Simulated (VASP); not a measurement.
Wanted: the native input for a VASP 6.6.1 run.

```yaml
Task: single point
Functional: PBE
Potentials_or_basis: VASP PAW PBE potentials, release 64 (Mg, O)
Cutoff: 520 eV
k_mesh: 9 × 9 × 6
Occupations: gaussian, width 0.05 eV
Spin: no spin polarisation
Dipole_correction: no
Further_INCAR_settings: ALGO = Normal; EDIFF = 1e-06; NBANDS = 16
```

The structure of MgO lies in POSCAR:

```
MgO
1.0
    3.4861000000      0.0000000000      0.0000000000
   -1.7430500000      3.0190511601      0.0000000000
    0.0000000000      0.0000000000      4.3666000000
Mg O
2 2
Direct
    0.6666666667      0.3333333333      0.7500000000
    0.3333333333      0.6666666667      0.2500000000
    0.6666666667      0.3333333333      0.2500000000
    0.3333333333      0.6666666667      0.7500000000
```

One way to write it, as run:

INCAR

```
ALGO = Normal
EDIFF = 1E-6
ENCUT = 520
GGA = PE
ISIF = 2
ISMEAR = 0
LASPH = True
LCHARG = False
LREAL = False
LWAVE = False
NBANDS = 16
NELM = 80
PREC = Accurate
SIGMA = 0.05
```

KPOINTS

```
k-points
0
Gamma
  9 9 6
```

Potentials or basis: VASP PAW PBE potentials, release 64 (Mg, O).

Command:

```sh
$ cat potpaw_PBE.64/Mg/POTCAR potpaw_PBE.64/O/POTCAR > POTCAR
$ mpirun -np 1 vasp_std > vasp.out
```

Results of the run:

```json
{
 "Pressure": "-1.5 GPa",
 "Band gap on the k mesh": "3.16 eV, direct"
}
```

Run time: 43 s on 1 thread of Intel Xeon 8259CL, with other jobs on the host, peak memory 0.18 GiB.
